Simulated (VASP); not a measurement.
# SrO (Fm-3m) in VASP: vibrations by perturbation theory with LDA

Aim: the vibrations by perturbation theory of SrO with LDA.

All numbers are computed with VASP 6.6.1; they aren't measurements. Logs are shortened: lines on timing, memory, paths and dates and some standing lists are left out, and cuts for length are marked.

### Step 1. The cell of the first run

The structure is cubic, space group Fm-3m (No. 225). Conventional cell: a = 5.064 Å, b = 5.064 Å, c = 5.064 Å, α = 90.00°, β = 90.00°, γ = 90.00°. Sr (site symmetry m-3m) has 6 O at 2.53 Å within 3.3 Å. O (site symmetry m-3m) has 6 Sr at 2.53 Å within 3.3 Å.

### Step 2. Vibrations by perturbation theory, LDA

Contents of INCAR:

```
ALGO     = Normal         # electronic algorithm
EDIFF    = 1E-8           # SCF threshold, eV
ENCUT    = 520            # plane-wave cutoff, eV
IBRION   = 8              # ionic algorithm
ISIF     = 2              # what is computed and relaxed
ISMEAR   = 0              # smearing method
LASPH    = T              # aspherical terms in the spheres
LCHARG   = T              # write CHGCAR
LEPSILON = T              # dielectric tensor by DFPT
LREAL    = F              # projectors in reciprocal space
LWAVE    = F              # write WAVECAR
NELM     = 100            # most SCF steps
NSW      = 1              # ionic steps
PREC     = Accurate       # precision mode
SIGMA    = 0.01           # smearing width, eV
```

Contents of KPOINTS:

```
k-points
0
Gamma
  8 8 8
```

Contents of POSCAR:

```
SrO
1.0
    0.0000000000      2.5322088367      2.5322088367
    2.5322088367      0.0000000000      2.5322088367
    2.5322088367      2.5322088367      0.0000000000
Sr O
1 1
Direct
    0.0000000000      0.0000000000      0.0000000000
    0.5000000000      0.5000000000      0.5000000000
```

Potentials or basis: VASP PAW LDA potentials, release 64 (Sr_sv, O).

On the command line:

```bash
$ cat potpaw_LDA.64/Sr_sv/POTCAR potpaw_LDA.64/O/POTCAR > POTCAR
$ mpirun -np 1 vasp_std > vasp.out
```

OUTCAR:

```text
EDIFF = 1E-8
   ENCUT = 520
   IBRION = 8
   ISIF = 2
   ISMEAR = 0
   LASPH = T
   LEPSILON = T
   LREAL = F
   NELM = 100
   NSW = 1
   PREC = Accurate

 ion  position               nearest neighbor table
   1  0.000  0.000  0.000-   2 2.53   2 2.53   2 2.53   2 2.53   2 2.53   2 2.53
   2  0.500  0.500  0.500-   1 2.53   1 2.53   1 2.53   1 2.53   1 2.53   1 2.53

  LATTYP: Found a face centered cubic cell.
 ALAT       =     5.0644176734

  Lattice vectors:

 A1 = (   0.0000000000,   2.5322088367,   2.5322088367)
 A2 = (   2.5322088367,   0.0000000000,   2.5322088367)
 A3 = (   2.5322088367,   2.5322088367,   0.0000000000)

Analysis of symmetry for initial positions (statically):
=====================================================================
 Subroutine PRICEL returns:
 Original cell was already a primitive cell.

 Routine SETGRP: Setting up the symmetry group for a
 face centered cubic supercell.

 Subroutine GETGRP returns: Found 48 space group operations
 (whereof 48 operations were pure point group operations)
 out of a pool of 48 trial point group operations.

The static configuration has the point symmetry O_h .

Analysis of symmetry for dynamics (positions and initial velocities):
=====================================================================
 Subroutine PRICEL returns:
 Original cell was already a primitive cell.

 Routine SETGRP: Setting up the symmetry group for a
 face centered cubic supercell.

 Subroutine GETGRP returns: Found 48 space group operations
 (whereof 48 operations were pure point group operations)
 out of a pool of 48 trial point group operations.

The dynamic configuration has the point symmetry O_h .

 Subroutine INISYM returns: Found 48 space group operations
 (whereof 48 operations are pure point group operations),
 and found     1 'primitive' translations

----------------------------------------------------------------------------------------
[... 591 lines left out ...]
     0.00000 -0.00000 -0.00440

 MACROSCOPIC STATIC DIELECTRIC TENSOR (including local field effects in DFT)
 ------------------------------------------------------
           3.905424     0.000000    -0.000000
           0.000000     3.905424    -0.000000
          -0.000000     0.000000     3.905424
 ------------------------------------------------------

 PIEZOELECTRIC TENSOR (including local field effects)  for field in x, y, z        (e  Angst)
          XX          YY          ZZ          XY          YZ          ZX
  --------------------------------------------------------------------------------
  x     0.00000     0.00000     0.00000     0.00000     0.00000     0.00000
  y     0.00000     0.00000     0.00000     0.00000     0.00000     0.00000
  z     0.00000     0.00000     0.00000     0.00000     0.00000     0.00000

 PIEZOELECTRIC TENSOR (including local field effects)  for field in x, y, z        (C/m^2)
          XX          YY          ZZ          XY          YZ          ZX
  --------------------------------------------------------------------------------
  x     0.00000     0.00000     0.00000     0.00000     0.00000     0.00000
  y     0.00000     0.00000     0.00000     0.00000     0.00000     0.00000
  z     0.00000     0.00000     0.00000     0.00000     0.00000     0.00000

 BORN EFFECTIVE CHARGES (including local field effects) (in |e|, cummulative output)
 ---------------------------------------------------------------------------------
 ion    1
    1     2.48171     0.00000     0.00000
    2    -0.00000     2.48171     0.00000
    3     0.00000     0.00000     2.48171
 ion    2
    1    -2.48171     0.00000    -0.00000
    2     0.00000    -2.48171    -0.00000
    3    -0.00000    -0.00000    -2.48171

 INTERNAL STRAIN TENSOR FOR ION    2 for displacements in x,y,z  (eV/Angst):
          X           Y           Z          XY          YZ          ZX
  --------------------------------------------------------------------------------
  x     0.00000     0.00000     0.00000     0.00000     0.00000     0.00000
  y     0.00000     0.00000     0.00000     0.00000     0.00000     0.00000
  z     0.00000     0.00000     0.00000     0.00000     0.00000     0.00000

 SECOND DERIVATIVES (NOT SYMMETRIZED)
 ------------------------------------
               1X          1Y          1Z          2X          2Y          2Z
  1X    -2.507008    0.000000    0.000000    2.507008    0.000000    0.000000
  1Y     0.000000   -2.507008    0.000000    0.000000    2.507008    0.000000
  1Z     0.000000    0.000000   -2.507008    0.000000    0.000000    2.507008
  2X     2.491715    0.000000    0.000000   -2.491715    0.000000    0.000000
  2Y     0.000000    2.491715    0.000000    0.000000   -2.491715    0.000000
  2Z     0.000000    0.000000    2.491715    0.000000    0.000000   -2.491715

 Eigenvectors and eigenvalues of the dynamical matrix
 ----------------------------------------------------

   1 f  =    6.712218 THz    42.174111 2PiTHz  223.895501 cm-1    27.759492 meV
             X         Y         Z           dx          dy          dz
      0.000000  0.000000  0.000000     0.375466    0.119320   -0.000000
      2.532209  2.532209  2.532209    -0.875955   -0.278372    0.000000
[... 21 lines left out ...]
   6 f/i=    0.007436 THz     0.046719 2PiTHz    0.248023 cm-1     0.030751 meV
             X         Y         Z           dx          dy          dz
      0.000000  0.000000  0.000000    -0.050513   -0.910620    0.114052
      2.532209  2.532209  2.532209    -0.021652   -0.390324    0.048887

--------------------------------------------------------------------------------------------------------

 MACROSCOPIC STATIC DIELECTRIC TENSOR IONIC CONTRIBUTION
 ------------------------------------------------------
          13.731150    -0.000000     0.000000
          -0.000000    13.731150     0.000000
           0.000000     0.000000    13.731150
 ------------------------------------------------------

 ELASTIC MODULI CONTR FROM IONIC RELAXATION (kBar)
 Direction    XX          YY          ZZ          XY          YZ          ZX
 --------------------------------------------------------------------------------
 XX           0.0000      0.0000      0.0000      0.0000      0.0000      0.0000
 YY           0.0000      0.0000      0.0000      0.0000      0.0000      0.0000
 ZZ           0.0000      0.0000      0.0000      0.0000      0.0000      0.0000
 XY           0.0000      0.0000      0.0000      0.0000      0.0000      0.0000
 YZ           0.0000      0.0000      0.0000      0.0000      0.0000      0.0000
 ZX           0.0000      0.0000      0.0000      0.0000      0.0000      0.0000
 --------------------------------------------------------------------------------

 PIEZOELECTRIC TENSOR IONIC CONTR  for field in x, y, z        (C/m^2)
          XX          YY          ZZ          XY          YZ          ZX
  --------------------------------------------------------------------------------
  x     0.00000     0.00000     0.00000     0.00000     0.00000     0.00000
  y     0.00000     0.00000     0.00000     0.00000     0.00000     0.00000
  z     0.00000     0.00000     0.00000     0.00000     0.00000     0.00000
```

stdout:

```text
POSCAR found type information on POSCAR SrO
 POSCAR found :  2 types and       2 ions
 scaLAPACK will be used
 LDA part: xc-table for (Slater(with rela. corr.)+CA(PZ))
 , standard interpolation
 POSCAR, INCAR and KPOINTS ok, starting setup
 FFT: planning ... GRIDC
 FFT: planning ... GRID_SOFT
 FFT: planning ... GRID
[... 24 lines left out ...]
 Linear response to external field, progress :
  Direction:   3
 dielectric tensor                  component  3 :     0.021     0.159     3.905
 Linear response DOF=           2
 Linear response progress:
 first order change of Fermi-energy  -0.28652E-02
 force on displaced ion       1 direction 1 :  -2.507   0.000   0.000
 Born effective charge ion    1 direction 1 :   2.481   0.000   0.000
 Linear response progress:
 first order change of Fermi-energy   0.27711E-02
 force on displaced ion       2 direction 1 :  -2.492   0.000   0.000
 Born effective charge ion    2 direction 1 :  -2.482   0.000   0.000
 Born effective charges drift removed
 Linear response finished
```

Wall time 12 min (1 thread of Intel Xeon 8259CL, shared host); peak memory 0.21 GiB.

What came out:

- Electronic dielectric tensor (diagonal): 3.91
- Born charges (mean of the diagonal): Sr +2.48; O -2.48 e
- Highest phonon frequency at Γ, LO-TO splitting left out: 224 cm⁻¹

Phonon frequencies in cm⁻¹ (negative: imaginary):
```csv
q point,frequencies
"(0.000, 0.000, 0.000)",0 0 0 224 224 224
```

Electronic dielectric tensor:
```
3.91 0.00 0.00
0.00 3.91 0.00
0.00 0.00 3.91
```

Born effective charge tensors (e):
atom 1, Sr
```
2.48 0.00 0.00
0.00 2.48 0.00
0.00 0.00 2.48
```
atom 2, O
```
-2.48  0.00  0.00
 0.00 -2.48  0.00
 0.00  0.00 -2.48
```
